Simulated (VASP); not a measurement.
# CoO (R3m) in VASP: settings compared, part 2 of 2

VASP 6.6.1. The steps go on from the part before.

### 4 Single point, LDA, collinear spin, ferromagnetic start (12.10 Å³/atom)

This run uses another cell than the first one, of 12.10 Å³/atom.

INCAR

```
SYSTEM = CoO
PREC = Accurate ; ENCUT = 520
EDIFF = 1E-6 ; ISMEAR = -1
SIGMA = 0.05 ; LREAL = .FALSE.
LASPH = .TRUE. ; NELM = 150
ALGO = Normal ; ISIF = 2
LWAVE = .FALSE. ; LCHARG = .TRUE.
ISPIN = 2 ; MAGMOM = 2 0
LORBIT = 11 ; LMAXMIX = 4
LELF = .TRUE. ; LVHAR = .TRUE.
NBANDS = 18
```

KPOINTS

```
regular mesh
0
G
  10 10 10
  0 0 0
```

POSCAR

```
CoO
1.0
    1.6336438949      0.9431847425      2.6168066281
   -1.6336438949      0.9431847425      2.6168066281
    0.0000000000     -1.8863694850      2.6168066281
Co O
1 1
Direct
    0.9989783200      0.9989783200      0.9989783200
    0.7510210300      0.7510210300      0.7510210300
```

Launch:

```bash
$ cat potpaw_LDA.64/Co/POTCAR potpaw_LDA.64/O/POTCAR > POTCAR
$ mpirun -np 1 vasp_std > vasp.out
```

Wall time 3.7 min (1 thread of AMD EPYC 7R13, shared host); peak memory 0.16 GiB.

The run converged. Its results:

* Free energy: -14.8046 eV
* Pressure: -21.2 GPa
* Largest force: 0.123 eV/Å
* Net moment: 2.75 μB per cell
* Site moments: Co +2.36; O +0.31 μB
* Valence electrons inside the program's atomic spheres: Co 7.92; O 4.92

Forces in eV/Å, atoms in the order of the input:
```
Co   0.000  0.000  0.123
O    0.000  0.000 -0.123
```

Stress tensor (GPa, compression positive):
```
-22.31   0.00   0.00
  0.00 -22.31   0.00
  0.00   0.00 -18.96
```

Levels at points of the mesh, in eV from the Fermi level:
Spin up:
| k point | band 7 | band 8 | band 9 | band 10 | band 11 | band 12 |
| --- | --- | --- | --- | --- | --- | --- |
| (0.00, 0.00, 0.00) | 0.12 | 0.27 | 0.27 | 0.41 | 13.44 | 13.44 |
| (0.50, 0.00, 0.00) | -2.13 | -0.47 | -0.43 | 5.42 | 6.69 | 13.07 |
| (0.50, 0.50, 0.00) | -1.66 | -1.58 | -1.51 | 5.10 | 9.34 | 10.67 |
| (0.50, 0.50, 0.50) | -2.14 | -0.59 | -0.59 | 5.39 | 6.99 | 12.98 |
Spin down:
```tsv
k point	band 2	band 3	band 4	band 5	band 6	band 7	band 8	band 9	band 10	band 11
(0.00, 0.00, 0.00)	-4.74	-4.67	-4.67	-0.35	-0.35	0.56	2.18	2.18	2.28	13.91
(0.50, 0.00, 0.00)	-6.11	-4.49	-4.46	-0.18	-0.17	-0.02	1.40	1.44	5.86	7.33
(0.50, 0.50, 0.00)	-6.15	-4.23	-4.18	-0.93	0.00	0.12	0.56	0.64	5.92	10.02
(0.50, 0.50, 0.50)	-6.09	-4.41	-4.41	-0.16	-0.16	-0.15	1.29	1.29	5.82	7.66
```

Caveat: the cell stands under tension; a cell with one magnetic atom can't hold antiferromagnetic order, which such compounds often take; semilocal functionals often make such compounds metallic where correlation or magnetic order opens a gap, which also shifts bond lengths.

### 5 Relaxation of cell and atoms, PBEsol, collinear spin, ferromagnetic start, target pressure 30 GPa, at which the enthalpy is minimised

This run uses another cell than the first one, of 11.41 Å³/atom.

INCAR

```
PREC     = Accurate       # precision mode
ENCUT    = 600            # plane-wave cutoff, eV
EDIFF    = 1E-6           # SCF threshold, eV
ISMEAR   = -1             # smearing method
SIGMA    = 0.05           # smearing width, eV
LREAL    = False          # projectors in reciprocal space
LASPH    = True           # aspherical terms in the spheres
NELM     = 150            # most SCF steps
ALGO     = Normal         # electronic algorithm
ISIF     = 3              # what is computed and relaxed
LWAVE    = False          # write WAVECAR
LCHARG   = False          # write CHGCAR
ISPIN    = 2              # spin polarisation
MAGMOM   = 2 0            # initial moments
LORBIT   = 11             # projections on sites
LMAXMIX  = 4              # l up to which the mixer works
GGA      = PS             # functional
IBRION   = 2              # ionic algorithm
NSW      = 80             # ionic steps
EDIFFG   = -0.02          # ionic threshold
PSTRESS  = 300.0
```

KPOINTS

```
Automatic mesh
0
Gamma
  10 10 10
```

POSCAR

```
CoO
1.0
    1.6022198417      0.9250420569      2.5664708903
   -1.6022198417      0.9250420569      2.5664708903
    0.0000000000     -1.8500841138      2.5664708903
Co O
1 1
Direct
    0.9989783200      0.9989783200      0.9989783200
    0.7510210300      0.7510210300      0.7510210300
```

Potentials or basis: VASP PAW PBE potentials, release 64 (Co, O).

Launch:

```bash
$ cat potpaw_PBE.64/Co/POTCAR potpaw_PBE.64/O/POTCAR > POTCAR
$ mpirun -np 1 vasp_std > vasp.out
```

OUTCAR:

```text
PREC = Accurate
   ENCUT = 600
   EDIFF = 1E-6
   ISMEAR = -1
   LREAL = False
   LASPH = True
   NELM = 150
   ISIF = 3
   ISPIN = 2
   LORBIT = 11
   GGA = PS
   IBRION = 2
   NSW = 80
   EDIFFG = -0.02
   PSTRESS = 300.0

 ion  position               nearest neighbor table
   1  0.999  0.999  0.999-   2 1.91   2 1.96   2 1.96   2 1.96
   2  0.751  0.751  0.751-   1 1.91   1 1.96   1 1.96   1 1.96

  LATTYP: Found a trigonal (rhomboedric) cell.
 ALAT       =     3.1637926700
 COS(alpha) =     0.4870699110

  Lattice vectors:

 A1 = (   1.6022198417,   0.9250420569,   2.5664708903)
 A2 = (  -1.6022198417,   0.9250420569,   2.5664708903)
 A3 = (   0.0000000000,  -1.8500841138,   2.5664708903)

Analysis of symmetry for initial positions (statically):
=====================================================================
 Subroutine PRICEL returns:
 Original cell was already a primitive cell.

 Routine SETGRP: Setting up the symmetry group for a
 trigonal (rhombohedral) supercell.

 Subroutine GETGRP returns: Found  6 space group operations
 (whereof  6 operations were pure point group operations)
 out of a pool of 12 trial point group operations.

The static configuration has the point symmetry C_3v.

Analysis of symmetry for dynamics (positions and initial velocities):
=====================================================================
 Subroutine PRICEL returns:
 Original cell was already a primitive cell.

 Routine SETGRP: Setting up the symmetry group for a
 trigonal (rhombohedral) supercell.

 Subroutine GETGRP returns: Found  6 space group operations
 (whereof  6 operations were pure point group operations)
 out of a pool of 12 trial point group operations.

The dynamic configuration has the point symmetry C_3v.

Analysis of structural, dynamic, and magnetic symmetry:
=====================================================================
 Subroutine PRICEL returns:
 Original cell was already a primitive cell.

 Routine SETGRP: Setting up the symmetry group for a
 trigonal (rhombohedral) supercell.

 Subroutine GETGRP returns: Found  6 space group operations
 (whereof  6 operations were pure point group operations)
 out of a pool of 12 trial point group operations.

The overall configuration has the point symmetry C_3v.

 Subroutine INISYM returns: Found  6 space group operations
 (whereof  6 operations are pure point group operations),
 and found     1 'primitive' translations

----------------------------------------------------------------------------------------

                                     Primitive cell

  volume of cell :      22.8229

  direct lattice vectors                    reciprocal lattice vectors
     1.602219842  0.925042057  2.566470890     0.312067038  0.180171988  0.129880037
    -1.602219842  0.925042057  2.566470890    -0.312067038  0.180171988  0.129880037
     0.000000000 -1.850084114  2.566470890     0.000000000 -0.360343977  0.129880037

  length of vectors
     3.163792670  3.163792670  3.163792670     0.383036037  0.383036037  0.383036037

  position of ions in fractional coordinates (direct lattice)
     0.998978320  0.998978320  0.998978320
[... 73 lines left out ...]
   LNONCOLLINEAR =      F non collinear calculations
   LSORBIT =      F    spin-orbit coupling
   LASPH  =      T    aspherical Exc in radial PAW
   ENCUT  =  600.0 eV  44.10 Ry    6.64 a.u.   6.32  6.32  6.32*2*pi/ulx,y,z
   NELM   =    150;   NELMIN=  2; NELMDL= -5     # of ELM steps
   EDIFF  = 0.1E-05   stopping-criterion for ELM
   LREAL  =      F    real-space projection
   EDIFFG = -.2E-01   stopping-criterion for IOM
   NSW    =     80    number of steps for IOM
   IBRION =      2    ionic relax: 0-MD 1-quasi-New 2-CG
   NFREE  =      1    steps in history (QN), initial steepest desc. (CG)
   ISIF   =      3    stress and relaxation
   ISYM   =      2    0-nonsym 1-usesym 2-fastsym
   POTIM  = 0.5000    time-step for ionic-motion
   TEBEG  =    0.0;   TEEND  =   0.0 temperature during run
   PSTRESS=  300.0 pullay stress
   NELECT =      15.0000    total number of electrons
   NUPDOWN=      -1.0000    fix difference up-down
   EMIN   =  10.00;   EMAX   =-10.00  energy-range for DOS
   EFERMI =   0.00;   METHOD = LEGACY
   ISMEAR =    -1;   SIGMA  =   0.05  broadening in eV -4-tet -1-fermi 0-gaus
   EFERMI_NEDOS =   21; number of points for ismear=-14 and -15
   IALGO  =     38    algorithm
   IMIX   =      4    mixing-type and parameters
     AMIX     =   0.40;   BMIX     =  1.00
     AMIX_MAG =   1.60;   BMIX_MAG =  1.00
  volume/ion in A,a.u.               =      11.41        77.01
  Fermi-wavevector in a.u.,A,eV,Ry     =   1.423360  2.689761 27.564786  2.025955
  Thomas-Fermi vector in A             =   2.543966
   LORBIT       =     11    0 simple, 1 ext, 2 COOP (PROOUT), +10 PAW based schemes
   GGA     = PS    functional components
   LHFCALC =     F    Hartree Fock is set to
   AEXX    =    0.0000 exact exchange contribution
   IVDW    =     0    specifies the selected vdW correction
   LEPSILON=     F    determine dielectric tensor
   LRPA    =     F    only Hartree local field effects (RPA)
 conjugate gradient relaxation of ions
 spin polarized calculation
  energy-cutoff  :      600.00
  volume of cell :       22.82
 maximum number of plane-waves:       773
 NGX is ok and might be reduce to    28
   NGX = 13   NGY = 13   NGZ = 13

--------------------------------------- Ionic step        1  -------------------------------------------

 number of electron      15.0000001 magnetization       2.7605589

 Free energy of the ion-electron system (eV)
  ---------------------------------------------------
  ext. energy  EPLUGINS =         0.00000000
  ---------------------------------------------------
  free energy    TOTEN  =       -14.22733981 eV

  energy without entropy =      -14.20737486  energy(sigma->0) =      -14.21735733

------------------------ aborting loop because EDIFF is reached ----------------------------------------

  FORCE on cell =-STRESS in cart. coord.  units (eV):
  Direction    XX          YY          ZZ          XY          YZ          ZX
  --------------------------------------------------------------------------------------
  -------------------------------------------------------------------------------------
  Total       -1.4381150     -1.4381150     -0.7417324      0.0000000      0.0000000      0.0000000
  in kB     -100.9562077   -100.9562077    -52.0698913      0.0000000      0.0000000      0.0000000
  external PRESSURE =    -384.6607689 kB  Pullay stress =     300.0000000 kB
[... 25 lines left out ...]
--------------------------------------- Ionic step        2  -------------------------------------------

 number of electron      14.9999999 magnetization       0.0858873

 E-fermi :  12.6335     XC(G=0): -14.0276

 val. band max:       12.6321777889   @ k =  -0.3000  -0.3000   0.2000
 cond. band min:      12.6349384929   @ k =  -0.4000  -0.4000   0.3000
 fundamental gap:      0.0027607041
 Fermi energy:        12.6334966421

 spin component 1

 k-point     1 :       0.0000    0.0000    0.0000
  band No.  band energies     occupation
      1     -11.8521      1.00000
      2       2.9040      1.00000
      3       2.9040      1.00000
      4       2.9350      1.00000
      5       9.9931      1.00000
      6       9.9931      1.00000
      7      13.2002      0.00001
      8      14.6615      0.00000
      9      14.6968      0.00000
     10      14.6968      0.00000
     11      29.7912      0.00000
     12      29.7912      0.00000
[... 976 lines left out ...]
--------------------------------------- Ionic step        9  -------------------------------------------

 number of electron      15.0000000 magnetization      -0.0012391

 Free energy of the ion-electron system (eV)
  ---------------------------------------------------
  ext. energy  EPLUGINS =         0.00000000
  ---------------------------------------------------
  free energy    TOTEN  =       -13.99091428 eV

  energy without entropy =      -13.97081855  energy(sigma->0) =      -13.98086642

 E-fermi :   9.5064     XC(G=0): -12.9418

 val. band max:        9.4958197154   @ k =   0.5000   0.3000  -0.0000
 cond. band min:       9.5183725662   @ k =  -0.3000  -0.3000   0.2000
 fundamental gap:      0.0225528507
 Fermi energy:         9.5064222383

 spin component 1

 k-point     1 :       0.0000    0.0000    0.0000
  band No.  band energies     occupation
      1     -13.0176      1.00000
      2       1.5671      1.00000
      3       1.5671      1.00000
      4       1.6011      1.00000
      5       7.5760      1.00000
      6       7.5760      1.00000
      7       9.8667      0.00074
      8      11.1724      0.00000
      9      11.1887      0.00000
     10      11.1887      0.00000
     11      25.3386      0.00000
     12      25.3386      0.00000
[... 742 lines left out ...]
  energy  without entropy=      -13.9708185543  energy(sigma->0) =      -13.98086642

  enthalpy is  TOTEN    =       -10.6540712866 eV   P V=        3.3368429949

 reached required accuracy - stopping structural energy minimisation

 total charge

# of ion       s       p       d       tot
------------------------------------------
    1        0.445   0.695   7.538   8.679
    2        1.559   3.489   0.000   5.048
--------------------------------------------------
tot          2.004   4.183   7.538  13.726

 magnetization (x)

# of ion       s       p       d       tot
------------------------------------------
    1       -0.000  -0.000  -0.001  -0.001
    2       -0.000  -0.000   0.000  -0.000
--------------------------------------------------
tot         -0.000  -0.000  -0.001  -0.001
```

Wall time 7.8 min (1 thread of Intel Xeon Platinum 8488C (Sapphire Rapids), shared host); peak memory 0.24 GiB.

Results:

```yaml
Free_energy: -13.9909 eV
Relaxed_volume: 8.91 Å³/atom
Relaxed_cell: a = 2.927 Å, b = 2.927 Å, c = 2.927 Å, α = 60.21°, β = 60.21°, γ = 60.21°
Space_group_after_relaxing_to_0.1_Å: F-43m (No. 216)
Energy_change_on_relaxing_the_run_minimises_the_enthalpy: +118.2 meV/atom
Ionic_steps: 9
Pressure_after_relaxing: 30.0 GPa
Largest_force_after_relaxing: 0.003 eV/Å
Net_moment: 0.00 μB per cell
Valence_electrons_inside_the_program's_atomic_spheres: Co 8.68; O 5.05
```

Forces in eV/Å, atoms in the order of the input:
```
Co   0.000  0.000  0.003
O    0.000  0.000 -0.003
```

Step by step:
| step | energy change (eV) | largest force (eV/Å) | pressure (GPa) | volume (Å³) |
| --- | --- | --- | --- | --- |
| 1 | 0.0000 | 0.2165 | -8.47 | 22.82 |
| 2 | 1.4845 | 0.1397 | 120.56 | 14.91 |
| 3 | 0.1762 | 0.2630 | 22.95 | 18.20 |
| 4 | 0.2259 | 0.2504 | 28.78 | 17.89 |
| 5 | 0.2425 | 0.2461 | 30.50 | 17.80 |
| 6 | 0.2434 | 0.3204 | 30.50 | 17.80 |
| 7 | 0.2407 | 0.0027 | 30.46 | 17.80 |
| 8 | 0.2307 | 0.0039 | 29.43 | 17.85 |
| 9 | 0.2364 | 0.0033 | 29.99 | 17.82 |

Final structure:
```
Co O
1.0
     1.46831    0.84773    2.38616
    -1.46831    0.84773    2.38616
     0.00000   -1.69546    2.38616
Co O
1 1
Direct
  0.00037 0.00037 0.00037
  0.74963 0.74963 0.74963
```

Caveat: the cell is relaxed towards a set pressure, so the run minimises the enthalpy, not the energy; the volume moved by over 15 % at a fixed basis, so the end points are rough; the PAW data sets were made with another functional, which shifts forces and pressure a little; semilocal functionals often make such compounds metallic where correlation or magnetic order opens a gap, which also shifts bond lengths.

### 6 Summary

| cell | gap on the mesh (eV) | pressure (GPa) | moment (μB) | largest force (eV/Å) |
| --- | --- | --- | --- | --- |
| a = 3.185 Å, angles 60.9°, 2 atoms | none | -18.7 | 2.55 | 0.17 |
| a = 3.205 Å, angles 60.9°, 2 atoms | none | -19.9 | 2.67 | 0.15 |
| a = 3.226 Å, angles 60.9°, 2 atoms | none | -21.2 | 2.75 | 0.12 |

Alike in all rows: task single point; level LDA; potentials or basis VASP PAW LDA potentials, release 64 (Co, O); spin collinear, ferromagnetic start; k mesh 10 × 10 × 10; cutoff (eV) 520; smearing fermi-dirac 0.05 eV.

Caveats: the cell stands under tension; a cell with one magnetic atom can't hold antiferromagnetic order, which such compounds often take; semilocal functionals often make such compounds metallic where correlation or magnetic order opens a gap, which also shifts bond lengths.

Absolute energies hang on the potentials; compare differences alone.
